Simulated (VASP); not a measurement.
# InAs4 (P4/mmm) in VASP: a series of runs

InAs4 is run at these levels: PBE+D3(BJ); tasks: single point.

Program: VASP 6.6.1. These are calculated values, not measurements. Logs are shortened: lines on timing, memory, paths and dates and some standing lists are left out, and cuts for length are marked.

### Step 1. The cell of the first run

Symmetry: P4/mmm, No. 123, tetragonal system. The conventional cell has a = 5.333 Å, b = 5.333 Å, c = 3.893 Å, α = 90.00°, β = 90.00°, γ = 90.00°. Within 3.6 Å of In (site symmetry 4/mmm) lie 8 As at 2.71 Å. As (site symmetry m2m) has 4 As at 2.67 Å and 2 In at 2.71 Å within 3.5 Å.

### Step 2. Single point, PBE+D3(BJ)

INCAR

```
SYSTEM = InAs4
  PREC = Accurate
  ENCUT = 520
  EDIFF = 1E-6
  ISMEAR = 0
  SIGMA = 0.1
  LREAL = .FALSE.
  LASPH = .TRUE.
  NELM = 60
  ALGO = Normal
  ISIF = 2
  LWAVE = .FALSE.
  LCHARG = .FALSE.
  GGA = PE
  IVDW = 12
  NBANDS = 24
```

KPOINTS

```
regular mesh
0
G
  4 4 4
  0 0 0
```

POSCAR

```
InAs4
1.0
    5.3327113000      0.0000000000      0.0000000000
    0.0000000000      5.3327113000      0.0000000000
    0.0000000000      0.0000000000      3.8932627800
In As
1 4
Direct
    0.5000000000      0.5000000000      0.5000000000
    0.2500000000      0.2500000000      0.0000000000
    0.2500000000      0.7500000000      0.0000000000
    0.7500000000      0.2500000000      0.0000000000
    0.7500000000      0.7500000000      0.0000000000
```

Potentials or basis: VASP PAW PBE potentials, release 64 (In_d, As).

On the command line:

```sh
$ cat potpaw_PBE.64/In_d/POTCAR potpaw_PBE.64/As/POTCAR > POTCAR
$ mpirun -np 1 vasp_std > vasp.out
```

OUTCAR:

```text
SYSTEM = InAs4
   PREC = Accurate
   ENCUT = 520
   EDIFF = 1E-6
   ISMEAR = 0
   LREAL = .FALSE.
   LASPH = .TRUE.
   NELM = 60
   ISIF = 2
   GGA = PE
   IVDW = 12
 IVDW          = 12

 ion  position               nearest neighbor table
   1  0.500  0.500  0.500-   2 2.71   3 2.71   4 2.71   5 2.71   2 2.71   3 2.71   4 2.71   5 2.71

   2  0.250  0.250  0.000-   3 2.67   4 2.67   3 2.67   4 2.67   1 2.71   1 2.71
   3  0.250  0.750  0.000-   2 2.67   5 2.67   2 2.67   5 2.67   1 2.71   1 2.71
   4  0.750  0.250  0.000-   2 2.67   5 2.67   5 2.67   2 2.67   1 2.71   1 2.71
   5  0.750  0.750  0.000-   3 2.67   4 2.67   4 2.67   3 2.67   1 2.71   1 2.71

  LATTYP: Found a simple tetragonal cell.
 ALAT       =     5.3327113000
 C/A-ratio  =     0.7300719205

  Lattice vectors:

 A1 = (   5.3327113000,   0.0000000000,   0.0000000000)
 A2 = (   0.0000000000,   5.3327113000,   0.0000000000)
 A3 = (   0.0000000000,   0.0000000000,   3.8932627800)

Analysis of symmetry for initial positions (statically):
=====================================================================
 Subroutine PRICEL returns:
 Original cell was already a primitive cell.

 Routine SETGRP: Setting up the symmetry group for a
 simple tetragonal supercell.

 Subroutine GETGRP returns: Found 16 space group operations
 (whereof 16 operations were pure point group operations)
 out of a pool of 16 trial point group operations.

The static configuration has the point symmetry D_4h.

Analysis of symmetry for dynamics (positions and initial velocities):
=====================================================================
 Subroutine PRICEL returns:
 Original cell was already a primitive cell.

 Routine SETGRP: Setting up the symmetry group for a
 simple tetragonal supercell.

 Subroutine GETGRP returns: Found 16 space group operations
 (whereof 16 operations were pure point group operations)
 out of a pool of 16 trial point group operations.

The dynamic configuration has the point symmetry D_4h.

 Subroutine INISYM returns: Found 16 space group operations
 (whereof 16 operations are pure point group operations),
 and found     1 'primitive' translations

----------------------------------------------------------------------------------------

                                     Primitive cell

  volume of cell :     110.7159

  direct lattice vectors                    reciprocal lattice vectors
     5.332711300  0.000000000  0.000000000     0.187521871  0.000000000  0.000000000
     0.000000000  5.332711300  0.000000000     0.000000000  0.187521871  0.000000000
     0.000000000  0.000000000  3.893262780     0.000000000  0.000000000  0.256853970

  length of vectors
     5.332711300  5.332711300  3.893262780     0.187521871  0.187521871  0.256853970

  position of ions in fractional coordinates (direct lattice)
     0.500000000  0.500000000  0.500000000
     0.250000000  0.250000000  0.000000000
     0.250000000  0.750000000  0.000000000
     0.750000000  0.250000000  0.000000000
     0.750000000  0.750000000  0.000000000

  ion indices of the primitive-cell ions
   primitive index   ion index
                 1           1
                 2           2
                 3           3
                 4           4
                 5           5

----------------------------------------------------------------------------------------

 KPOINTS: regular mesh

Automatic generation of k-mesh.
 Grid dimensions read from file:
 generate k-points for:    4    4    4

 Generating k-lattice:

  Cartesian coordinates                     Fractional coordinates (reciprocal lattice)
     0.046880468  0.000000000  0.000000000     0.250000000  0.000000000  0.000000000
     0.000000000  0.046880468  0.000000000     0.000000000  0.250000000  0.000000000
     0.000000000  0.000000000  0.064213492     0.000000000  0.000000000  0.250000000

  Length of vectors
     0.046880468  0.046880468  0.064213492

  Shift w.r.t. Gamma in fractional coordinates (k-lattice)
     0.000000000  0.000000000  0.000000000

 Subroutine IBZKPT returns following result:
 ===========================================

 Found     18 irreducible k-points:

 Following reciprocal coordinates:
            Coordinates               Weight
  0.000000  0.000000  0.000000      1.000000
  0.250000  0.000000  0.000000      4.000000
  0.500000  0.000000  0.000000      2.000000
  0.250000  0.250000  0.000000      4.000000
  0.500000  0.250000  0.000000      4.000000
  0.500000  0.500000  0.000000      1.000000
[... 10 lines left out ...]
  0.500000  0.250000  0.500000      4.000000
  0.500000  0.500000  0.500000      1.000000
   k-points           NKPTS =     18   k-points in BZ     NKDIM =     18   number of bands    NBANDS=     24
   number of dos      NEDOS =    301   number of ions     NIONS =      5
   total plane-waves  NPLWV =  48000
   dimension x,y,z NGX =    40 NGY =   40 NGZ =   30
   dimension x,y,z NGXF=    80 NGYF=   80 NGZF=   60
   ions per type =               1   4
   NGX,Y,Z   is equivalent  to a cutoff of  12.47, 12.47, 12.81 a.u.
   NGXF,Y,Z  is equivalent  to a cutoff of  24.94, 24.94, 25.62 a.u.
 SYSTEM =  InAs4
   PREC   = accura    normal or accurate (medium, high low for compatibility)
   ISTART =      0    job   : 0-new  1-cont  2-samecut
   ICHARG =      2    charge: 1-file 2-atom 10-const
   ISPIN  =      1    spin polarized calculation?
   LNONCOLLINEAR =      F non collinear calculations
   LSORBIT =      F    spin-orbit coupling
   LASPH  =      T    aspherical Exc in radial PAW
   ENCUT  =  520.0 eV  38.22 Ry    6.18 a.u.   9.92  9.92  7.24*2*pi/ulx,y,z
   NELM   =     60;   NELMIN=  2; NELMDL= -5     # of ELM steps
   EDIFF  = 0.1E-05   stopping-criterion for ELM
   LREAL  =      F    real-space projection
   EDIFFG = 0.1E-04   stopping-criterion for IOM
   NSW    =      0    number of steps for IOM
   IBRION =     -1    ionic relax: 0-MD 1-quasi-New 2-CG
   NFREE  =      0    steps in history (QN), initial steepest desc. (CG)
   ISIF   =      2    stress and relaxation
   ISYM   =      2    0-nonsym 1-usesym 2-fastsym
   POTIM  = 0.5000    time-step for ionic-motion
   TEBEG  =    0.0;   TEEND  =   0.0 temperature during run
   PSTRESS=    0.0 pullay stress
   NELECT =      33.0000    total number of electrons
   NUPDOWN=      -1.0000    fix difference up-down
   EMIN   =  10.00;   EMAX   =-10.00  energy-range for DOS
   EFERMI =   0.00;   METHOD = LEGACY
   ISMEAR =     0;   SIGMA  =   0.10  broadening in eV -4-tet -1-fermi 0-gaus
   EFERMI_NEDOS =   21; number of points for ismear=-14 and -15
   IALGO  =     38    algorithm
   IMIX   =      4    mixing-type and parameters
     AMIX     =   0.40;   BMIX     =  1.00
     AMIX_MAG =   1.60;   BMIX_MAG =  1.00
  volume/ion in A,a.u.               =      22.14       149.43
  Fermi-wavevector in a.u.,A,eV,Ry     =   1.093561  2.066530 16.270864  1.195875
  Thomas-Fermi vector in A             =   2.229848
   LORBIT       =      0    0 simple, 1 ext, 2 COOP (PROOUT), +10 PAW based schemes
   GGA     = PE    functional components
   LHFCALC =     F    Hartree Fock is set to
   AEXX    =    0.0000 exact exchange contribution
   IVDW    =    12    specifies the selected vdW correction
   LEPSILON=     F    determine dielectric tensor
   LRPA    =     F    only Hartree local field effects (RPA)
 non-spin polarized calculation
 Gauss-broadening in eV      SIGMA  =   0.10
  energy-cutoff  :      520.00
  volume of cell :      110.72
 maximum number of plane-waves:      3000
 NGX is ok and might be reduce to    40
   NGX = 19   NGY = 19   NGZ = 15

 number of electron      33.0000012 magnetization

 Free energy of the ion-electron system (eV)
  ---------------------------------------------------
  ext. energy  EPLUGINS =         0.00000000
  ---------------------------------------------------
  free energy    TOTEN  =       -19.11617050 eV

  energy without entropy =      -19.09729859  energy(sigma->0) =      -19.10673455

 E-fermi :   5.8094     XC(G=0):  -9.9011

 val. band max:        5.7847437942   @ k =   0.5000   0.5000   0.0000
 cond. band min:       5.8273530735   @ k =   0.2500   0.2500   0.2500
 fundamental gap:      0.0426092793
 Fermi energy:         5.8093679437

 k-point     1 :       0.0000    0.0000    0.0000
  band No.  band energies     occupation
      1      -9.7150      2.00000
      2      -9.2919      2.00000
      3      -9.2919      2.00000
      4      -9.2162      2.00000
      5      -9.1320      2.00000
      6      -8.5583      2.00000
[... 16 lines left out ...]
     23      10.9900      0.00000
     24      10.9900      0.00000

 k-point     2 :       0.2500    0.0000    0.0000
  band No.  band energies     occupation
      1      -9.6514      2.00000
      2      -9.2932      2.00000
      3      -9.2916      2.00000
      4      -9.2220      2.00000
      5      -9.1296      2.00000
      6      -8.3475      2.00000
[... 16 lines left out ...]
     23      10.8186      0.00000
     24      10.9586      0.00000

 k-point     3 :       0.5000    0.0000    0.0000
  band No.  band energies     occupation
      1      -9.5935      2.00000
      2      -9.2945      2.00000
      3      -9.2913      2.00000
      4      -9.2277      2.00000
      5      -9.1273      2.00000
      6      -7.8449      2.00000
[... 16 lines left out ...]
     23      11.5837      0.00000
     24      11.7731      0.00000
[... 352 lines left out ...]
 k-point    17 :       0.5000    0.2500    0.5000
  band No.  band energies     occupation
      1      -9.5802      2.00000
      2      -9.5372      2.00000
      3      -9.1825      2.00000
      4      -9.1632      2.00000
      5      -9.1095      2.00000
      6      -7.1119      2.00000
[... 16 lines left out ...]
     23      10.2696      0.00000
     24      12.2376      0.00000

 k-point    18 :       0.5000    0.5000    0.5000
  band No.  band energies     occupation
      1      -9.5629      2.00000
      2      -9.5629      2.00000
      3      -9.1839      2.00000
      4      -9.1628      2.00000
      5      -9.1080      2.00000
      6      -6.5999      2.00000
[... 16 lines left out ...]
     23      12.3256      0.00000
     24      12.3256      0.00000

------------------------ aborting loop because EDIFF is reached ----------------------------------------

 Edisp (eV)   -1.99499

 E8    (eV) :    -0.8679

  FORCE on cell =-STRESS in cart. coord.  units (eV):
  Direction    XX          YY          ZZ          XY          YZ          ZX
  --------------------------------------------------------------------------------------
  -------------------------------------------------------------------------------------
  Total       5.05710     5.05710     8.13292     0.00000     0.00000     0.00000
  in kB      73.18166    73.18166   117.69205     0.00000     0.00000     0.00000
  external pressure =       88.02 kB  Pullay stress =        0.00 kB

 VOLUME and BASIS-vectors are now :
 -----------------------------------------------------------------------------
  energy-cutoff  :      520.00
  volume of cell :      110.72
      direct lattice vectors                 reciprocal lattice vectors
     5.332711300  0.000000000  0.000000000     0.187521871  0.000000000  0.000000000
     0.000000000  5.332711300  0.000000000     0.000000000  0.187521871  0.000000000
     0.000000000  0.000000000  3.893262780     0.000000000  0.000000000  0.256853970

 POSITION                                       TOTAL-FORCE (eV/Angst)
 -----------------------------------------------------------------------------------
      2.66636      2.66636      1.94663         0.000000      0.000000     -0.000000
      1.33318      1.33318      0.00000        -1.194395     -1.194395      0.000000
      1.33318      3.99953      0.00000        -1.194395      1.194395     -0.000000
      3.99953      1.33318      0.00000         1.194395     -1.194395      0.000000
      3.99953      3.99953      0.00000         1.194395      1.194395     -0.000000
 -----------------------------------------------------------------------------------
    total drift:                               -0.000000      0.000000     -0.000000

  FREE ENERGIE OF THE ION-ELECTRON SYSTEM (eV)
  ---------------------------------------------------
  free  energy   TOTEN  =       -21.1111602604 eV

  energy  without entropy=      -21.0922883486  energy(sigma->0) =      -21.10172430
```

Run time: 18 s. Hardware: 1 thread of Intel Xeon 6975P-C (Granite Rapids), shared host; peak memory 0.22 GiB.

What came out:

```
Free energy                : -21.1112 eV
Pressure                   : 8.8 GPa
Largest force              : 1.689 eV/Å
Dispersion energy per atom : -0.399 eV
```

Forces on the atoms (eV/Å):
```
In   0.000  0.000  0.000
As  -1.194 -1.194  0.000
As  -1.194  1.194  0.000
As   1.194 -1.194  0.000
As   1.194  1.194  0.000
```

Caveat: the k points lie up to 0.40 Å⁻¹ apart; spin-orbit coupling is left out, which moves the levels of the heavy elements; pairwise dispersion overbinds metals, which lowers pressure and volume; forces of over 1 eV/Å act on the atoms, so gaps and moduli don't describe the material at rest.

### Step 3. Single point, PBE+D3(BJ)

This run uses another cell than the first one, of 24.69 Å³/atom, 1.115 times its volume.

INCAR

```
SYSTEM = InAs4
  ALGO = Normal
  EDIFF = 1E-6
  ENCUT = 520
  GGA = PE
  ISIF = 2
  ISMEAR = 0
  IVDW = 12
  LASPH = .TRUE.
  LCHARG = .FALSE.
  LREAL = .FALSE.
  LWAVE = .FALSE.
  NBANDS = 24
  NELM = 60
  PREC = Accurate
  SIGMA = 0.1
```

KPOINTS

```
k-points
0
G
  4 4 4
  0 0 0
```

POSCAR

```
InAs4
1.0
    5.3909664589      0.0000000000      0.0000000000
    0.0000000000      5.3909664589      0.0000000000
    0.0000000000      0.0000000000      4.2476081593
In As
1 4
Direct
    0.5000000000      0.5000000000      0.5000000000
    0.2336774560      0.2336774560      0.0000000000
    0.2336774560      0.7663225440      0.0000000000
    0.7663225440      0.2336774560      0.0000000000
    0.7663225440      0.7663225440      0.0000000000
```

Potentials or basis: VASP PAW PBE potentials, release 64 (In_d, As).

On the command line:

```sh
$ cat potpaw_PBE.64/In_d/POTCAR potpaw_PBE.64/As/POTCAR > POTCAR
$ mpirun -np 1 vasp_std > vasp.out
```

It took 20 s on 1 thread of Intel Xeon 6975P-C (Granite Rapids), shared host; peak memory 0.23 GiB.

Results (log left out):

```
Free energy                : -21.8244 eV
Pressure                   : 0.4 GPa
Largest force              : 0.059 eV/Å
Dispersion energy per atom : -0.355 eV
```

Forces in eV/Å, atoms in the order of the input:
```
In   0.000  0.000  0.000
As   0.042  0.042  0.000
As   0.042 -0.042  0.000
As  -0.042  0.042  0.000
As  -0.042 -0.042  0.000
```

Stress tensor (GPa, compression positive):
```
0.49 0.00 0.00
0.00 0.49 0.00
0.00 0.00 0.12
```

Levels at points of the mesh, in eV from the Fermi level:
```tsv
k point	band 14	band 15	band 16	band 17	band 18	band 19	band 20	band 21
(0.00, 0.00, 0.00)	-3.47	-1.14	-0.03	-0.03	2.44	2.99	3.59	3.94
(0.50, 0.00, 0.00)	-2.00	-1.58	0.33	0.67	0.81	1.25	1.95	2.29
(0.50, 0.50, 0.00)	-1.41	-1.26	-0.79	-0.66	-0.66	0.44	0.46	0.46
(0.00, 0.00, 0.50)	-3.09	-2.48	-2.48	-0.62	1.34	2.94	3.15	4.81
(0.50, 0.00, 0.50)	-1.76	-1.65	-0.71	-0.64	0.89	1.24	2.56	2.87
(0.50, 0.50, 0.50)	-1.44	-0.70	-0.70	-0.68	0.28	0.58	0.73	0.73
```

Caveat: the k points lie up to 0.37 Å⁻¹ apart; spin-orbit coupling is left out, which moves the levels of the heavy elements; pairwise dispersion overbinds metals, which lowers pressure and volume.
